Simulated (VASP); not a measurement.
# Bi (R-3m) in VASP: further runs

Bi is run at these levels: PBEsol, r2SCAN; tasks: single point.

All numbers are computed with VASP 6.6.1; they aren't measurements. Logs are shortened: lines on timing, memory, paths and dates and some standing lists are left out, and cuts for length are marked.

## Step 1: The cell of the first run

Symmetry: R-3m, No. 166, trigonal system. Conventional cell: a = 4.524 Å, b = 4.524 Å, c = 11.648 Å, α = 90.00°, β = 90.00°, γ = 120.00°. Bi (site symmetry 3m) has 6 Bi at 3.08 to 3.45 Å within 4.1 Å.

## Step 2: Single point, PBEsol

Contents of INCAR:

```
ALGO     = Normal         # electronic algorithm
EDIFF    = 1E-6           # SCF threshold, eV
ENCUT    = 520            # plane-wave cutoff, eV
GGA      = PS             # functional
ISIF     = 2              # what is computed and relaxed
ISMEAR   = -1             # smearing method
LASPH    = True           # aspherical terms in the spheres
LCHARG   = True           # write CHGCAR
LELF     = True           # ELF
LREAL    = False          # projectors in reciprocal space
LVHAR    = True         
LWAVE    = False          # write WAVECAR
NBANDS   = 22             # bands
NELM     = 60             # most SCF steps
PREC     = Accurate       # precision mode
SIGMA    = 0.05           # smearing width, eV
```

Contents of KPOINTS:

```
k-points
0
Gamma
  8 8 8
```

Contents of POSCAR:

```
Bi
1.0
    2.2622500000      1.3061100000      3.8826110000
   -2.2622500000      1.3061100000      3.8826110000
    0.0000000000     -2.6122210000      3.8826110000
Bi
2
Direct
    0.2368250000      0.2368250000      0.2368250000
    0.7631750000      0.7631750000      0.7631750000
```

Potentials or basis: VASP PAW PBE potentials, release 64 (Bi_d).

On the command line:

```console
> cat potpaw_PBE.64/Bi_d/POTCAR > POTCAR
> mpirun -np 1 vasp_std > vasp.out
```

OUTCAR:

```text
EDIFF = 1E-6
   ENCUT = 520
   GGA = PS
   ISIF = 2
   ISMEAR = -1
   LASPH = True
   LREAL = False
   NELM = 60
   PREC = Accurate

 ion  position               nearest neighbor table
   1  0.237  0.237  0.237-   2 3.08   2 3.08   2 3.08   2 3.45   2 3.45   2 3.45
   2  0.763  0.763  0.763-   1 3.08   1 3.08   1 3.08   1 3.45   1 3.45   1 3.45

  LATTYP: Found a trigonal (rhomboedric) cell.
 ALAT       =     4.6795690584
 COS(alpha) =     0.5325884197

  Lattice vectors:

 A1 = (   2.2622500000,   1.3061100000,   3.8826110000)
 A2 = (  -2.2622500000,   1.3061100000,   3.8826110000)
 A3 = (   0.0000000000,  -2.6122210000,   3.8826110000)

Analysis of symmetry for initial positions (statically):
=====================================================================
 Subroutine PRICEL returns:
 Original cell was already a primitive cell.

 Routine SETGRP: Setting up the symmetry group for a
 trigonal (rhombohedral) supercell.

 Subroutine GETGRP returns: Found 12 space group operations
 (whereof 12 operations were pure point group operations)
 out of a pool of 12 trial point group operations.

The static configuration has the point symmetry D_3d.

Analysis of symmetry for dynamics (positions and initial velocities):
=====================================================================
 Subroutine PRICEL returns:
 Original cell was already a primitive cell.

 Routine SETGRP: Setting up the symmetry group for a
 trigonal (rhombohedral) supercell.

 Subroutine GETGRP returns: Found 12 space group operations
 (whereof 12 operations were pure point group operations)
 out of a pool of 12 trial point group operations.

The dynamic configuration has the point symmetry D_3d.

 Subroutine INISYM returns: Found 12 space group operations
 (whereof 12 operations are pure point group operations),
 and found     1 'primitive' translations

----------------------------------------------------------------------------------------

                                     Primitive cell

  volume of cell :      68.8328

  direct lattice vectors                    reciprocal lattice vectors
     2.262250000  1.306110000  3.882611000     0.221018897  0.127605350  0.085852890
    -2.262250000  1.306110000  3.882611000    -0.221018897  0.127605350  0.085852890
     0.000000000 -2.612221000  3.882611000     0.000000000 -0.255210701  0.085852857

  length of vectors
     4.679569058  4.679569058  4.679569075     0.269264177  0.269264177  0.269264210

  position of ions in fractional coordinates (direct lattice)
     0.236825000  0.236825000  0.236825000
     0.763175000  0.763175000  0.763175000

  ion indices of the primitive-cell ions
   primitive index   ion index
                 1           1
                 2           2

----------------------------------------------------------------------------------------

 KPOINTS: k-points

Automatic generation of k-mesh.
 Grid dimensions read from file:
 generate k-points for:    8    8    8

 Generating k-lattice:

  Cartesian coordinates                     Fractional coordinates (reciprocal lattice)
     0.027627362  0.015950669  0.010731611     0.125000000  0.000000000  0.000000000
    -0.027627362  0.015950669  0.010731611     0.000000000  0.125000000  0.000000000
     0.000000000 -0.031901338  0.010731607     0.000000000  0.000000000  0.125000000

  Length of vectors
     0.033658022  0.033658022  0.033658026

  Shift w.r.t. Gamma in fractional coordinates (k-lattice)
     0.000000000  0.000000000  0.000000000

 Subroutine IBZKPT returns following result:
 ===========================================

 Found     65 irreducible k-points:

 Following reciprocal coordinates:
            Coordinates               Weight
  0.000000  0.000000  0.000000      1.000000
  0.125000  0.000000  0.000000      6.000000
  0.250000  0.000000  0.000000      6.000000
  0.375000  0.000000  0.000000      6.000000
  0.500000  0.000000  0.000000      3.000000
  0.125000  0.125000  0.000000      6.000000
[... 16 lines left out ...]
  0.250000  0.125000  0.125000      6.000000
  0.375000  0.125000  0.125000      6.000000
 [... further k-points ...]
   k-points           NKPTS =     65   k-points in BZ     NKDIM =     65   number of bands    NBANDS=     22
   number of dos      NEDOS =    301   number of ions     NIONS =      2
   total plane-waves  NPLWV =  46656
   dimension x,y,z NGX =    36 NGY =   36 NGZ =   36
   dimension x,y,z NGXF=    72 NGYF=   72 NGZF=   72
   ions per type =               2
   NGX,Y,Z   is equivalent  to a cutoff of  12.79, 12.79, 12.79 a.u.
   NGXF,Y,Z  is equivalent  to a cutoff of  25.58, 25.58, 25.58 a.u.
 SYSTEM =  unknown system
   PREC   = accura    normal or accurate (medium, high low for compatibility)
   ISTART =      0    job   : 0-new  1-cont  2-samecut
   ICHARG =      2    charge: 1-file 2-atom 10-const
   ISPIN  =      1    spin polarized calculation?
   LNONCOLLINEAR =      F non collinear calculations
   LSORBIT =      F    spin-orbit coupling
   LASPH  =      T    aspherical Exc in radial PAW
   ENCUT  =  520.0 eV  38.22 Ry    6.18 a.u.   8.70  8.70  8.70*2*pi/ulx,y,z
   NELM   =     60;   NELMIN=  2; NELMDL= -5     # of ELM steps
   EDIFF  = 0.1E-05   stopping-criterion for ELM
   LREAL  =      F    real-space projection
   EDIFFG = 0.1E-04   stopping-criterion for IOM
   NSW    =      0    number of steps for IOM
   IBRION =     -1    ionic relax: 0-MD 1-quasi-New 2-CG
   NFREE  =      0    steps in history (QN), initial steepest desc. (CG)
   ISIF   =      2    stress and relaxation
   ISYM   =      2    0-nonsym 1-usesym 2-fastsym
   POTIM  = 0.5000    time-step for ionic-motion
   TEBEG  =    0.0;   TEEND  =   0.0 temperature during run
   PSTRESS=    0.0 pullay stress
   NELECT =      30.0000    total number of electrons
   NUPDOWN=      -1.0000    fix difference up-down
   EMIN   =  10.00;   EMAX   =-10.00  energy-range for DOS
   EFERMI =   0.00;   METHOD = LEGACY
   ISMEAR =    -1;   SIGMA  =   0.05  broadening in eV -4-tet -1-fermi 0-gaus
   EFERMI_NEDOS =   21; number of points for ismear=-14 and -15
   IALGO  =     38    algorithm
   IMIX   =      4    mixing-type and parameters
     AMIX     =   0.40;   BMIX     =  1.00
     AMIX_MAG =   1.60;   BMIX_MAG =  1.00
  volume/ion in A,a.u.               =      34.42       232.25
  Fermi-wavevector in a.u.,A,eV,Ry     =   1.241224  2.345573 20.961628  1.540636
  Thomas-Fermi vector in A             =   2.375631
   LORBIT       =      0    0 simple, 1 ext, 2 COOP (PROOUT), +10 PAW based schemes
   GGA     = PS    functional components
   LHFCALC =     F    Hartree Fock is set to
   AEXX    =    0.0000 exact exchange contribution
   IVDW    =     0    specifies the selected vdW correction
   LEPSILON=     F    determine dielectric tensor
   LRPA    =     F    only Hartree local field effects (RPA)
 non-spin polarized calculation
  energy-cutoff  :      520.00
  volume of cell :       68.83
 maximum number of plane-waves:      1875
   NGX = 17   NGY = 17   NGZ = 17

 number of electron      30.0000005 magnetization

 Free energy of the ion-electron system (eV)
  ---------------------------------------------------
  ext. energy  EPLUGINS =         0.00000000
  ---------------------------------------------------
  free energy    TOTEN  =        -8.61309589 eV

  energy without entropy =       -8.61099168  energy(sigma->0) =       -8.61204379

 E-fermi :   6.4113     XC(G=0):  -9.8123

 val. band max:        6.3464105449   @ k =   0.3750   0.1250   0.1250
 cond. band min:       6.5645273288   @ k =   0.3750   0.1250   0.1250
 fundamental gap:      0.2181167839
 Fermi energy:         6.4112849302

 k-point     1 :       0.0000    0.0000    0.0000
  band No.  band energies     occupation
      1     -16.4661      2.00000
      2     -16.4661      2.00000
      3     -16.3082      2.00000
      4     -16.3082      2.00000
      5     -16.2987      2.00000
      6     -16.1170      2.00000
[... 14 lines left out ...]
     21      12.0866      0.00000
     22      12.5729      0.00000

 k-point     2 :       0.1250    0.0000    0.0000
  band No.  band energies     occupation
      1     -16.4527      2.00000
      2     -16.4505      2.00000
      3     -16.3024      2.00000
      4     -16.2993      2.00000
      5     -16.2906      2.00000
      6     -16.1243      2.00000
[... 14 lines left out ...]
     21      12.2918      0.00000
     22      13.7375      0.00000

 k-point     3 :       0.2500    0.0000    0.0000
  band No.  band energies     occupation
      1     -16.4162      2.00000
      2     -16.4061      2.00000
      3     -16.2880      2.00000
      4     -16.2748      2.00000
      5     -16.2665      2.00000
      6     -16.1482      2.00000
[... 14 lines left out ...]
     21      13.0759      0.00000
     22      15.8802      0.00000

 k-point     4 :       0.3750    0.0000    0.0000
  band No.  band energies     occupation
      1     -16.3691      2.00000
      2     -16.3406      2.00000
      3     -16.2713      2.00000
      4     -16.2406      2.00000
      5     -16.2315      2.00000
      6     -16.1884      2.00000
[... 14 lines left out ...]
     21      14.3889      0.00000
     22      16.5153      0.00000

 k-point     5 :       0.5000    0.0000    0.0000
  band No.  band energies     occupation
      1     -16.3431      2.00000
      2     -16.2822      2.00000
      3     -16.2620      2.00000
      4     -16.2470      2.00000
      5     -16.2113      2.00000
      6     -16.1974      2.00000
[... 417 lines left out ...]
 k-point    22 :       0.1250    0.1250    0.1250
  band No.  band energies     occupation
      1     -16.4531      2.00000
      2     -16.4531      2.00000
      3     -16.3024      2.00000
      4     -16.3024      2.00000
      5     -16.2931      2.00000
      6     -16.1221      2.00000
[... 14 lines left out ...]
     21      12.3107      0.00000
     22      13.4861      0.00000

 k-point    23 :       0.2500    0.1250    0.1250
  band No.  band energies     occupation
      1     -16.4451      2.00000
      2     -16.4189      2.00000
      3     -16.2943      2.00000
      4     -16.2919      2.00000
      5     -16.2806      2.00000
      6     -16.1325      2.00000
[... 14 lines left out ...]
     21      12.9663      0.00000
     22      13.9821      0.00000

 k-point    24 :       0.3750    0.1250    0.1250
  band No.  band energies     occupation
      1     -16.4092      2.00000
      2     -16.3732      2.00000
      3     -16.2719      2.00000
      4     -16.2717      2.00000
      5     -16.2614      2.00000
      6     -16.1514      2.00000
[... 14 lines left out ...]
     21      14.0782      0.00000
     22      15.3695      0.00000

 [... further k-points ...]
[... 5 lines left out ...]
  --------------------------------------------------------------------------------------
  -------------------------------------------------------------------------------------
  Total       -0.0388805     -0.0388804     -0.0733275      0.0000000      0.0000000      0.0000000
  in kB       -0.9049952     -0.9049948     -1.7067972      0.0000000      0.0000001      0.0000000
  external PRESSURE =      -1.1722624 kB  Pullay stress =       0.0000000 kB

 VOLUME and BASIS-vectors are now :
 -----------------------------------------------------------------------------
  energy-cutoff  :      520.00
  volume of cell :       68.83
      direct lattice vectors                 reciprocal lattice vectors
     2.262250000  1.306110000  3.882611000     0.221018897  0.127605350  0.085852890
    -2.262250000  1.306110000  3.882611000    -0.221018897  0.127605350  0.085852890
     0.000000000 -2.612221000  3.882611000     0.000000000 -0.255210701  0.085852857

 POSITION                                       TOTAL-FORCE (eV/Angst)
 -----------------------------------------------------------------------------------
      0.00000     -0.00000      2.75850         0.000000      0.000000     -0.063509
      0.00000     -0.00000      8.88933         0.000000     -0.000000      0.063509
 -----------------------------------------------------------------------------------
    total drift:                                0.000000     -0.000000      0.000000

  FREE ENERGIE OF THE ION-ELECTRON SYSTEM (eV)
  ---------------------------------------------------
  free  energy   TOTEN  =        -8.6130958938 eV

  energy  without entropy=       -8.6109916828  energy(sigma->0) =       -8.61204379
```

It took 89 s on 1 thread of Intel Xeon 8259CL, shared host; peak memory 0.24 GiB.

What came out:

| Item | Value |
| --- | --- |
| Free energy | -8.6131 eV |
| Pressure | -0.1 GPa |
| Largest force | 0.064 eV/Å |
| Band gap on the k mesh | zero (bands 15 and 16 overlap by 0.20 eV) |

Forces in eV/Å, atoms in the order of the input:
```
Bi   0.000  0.000 -0.064
Bi   0.000  0.000  0.064
```

Levels at points of the mesh, in eV from the Fermi level:
| k point | band 12 | band 13 | band 14 | band 15 | band 16 | band 17 | band 18 | band 19 |
| --- | --- | --- | --- | --- | --- | --- | --- | --- |
| (0.00, 0.00, 0.00) | -7.41 | -1.51 | -1.24 | -1.24 | 2.74 | 3.05 | 3.05 | 5.49 |
| (0.50, 0.00, 0.00) | -10.65 | -1.16 | -1.02 | -0.28 | -0.27 | 0.37 | 0.79 | 7.66 |
| (0.50, 0.50, 0.00) | -9.43 | -4.87 | -3.13 | -2.99 | 2.41 | 5.05 | 5.39 | 6.98 |
| (0.50, 0.50, 0.50) | -10.16 | -0.85 | -0.53 | -0.53 | 0.52 | 0.52 | 0.57 | 7.23 |

Caveat: the PAW data sets were made with another functional, which shifts forces and pressure a little; spin-orbit coupling is left out, which moves the levels of the heavy elements.

(Continued in part 2 of 2.)
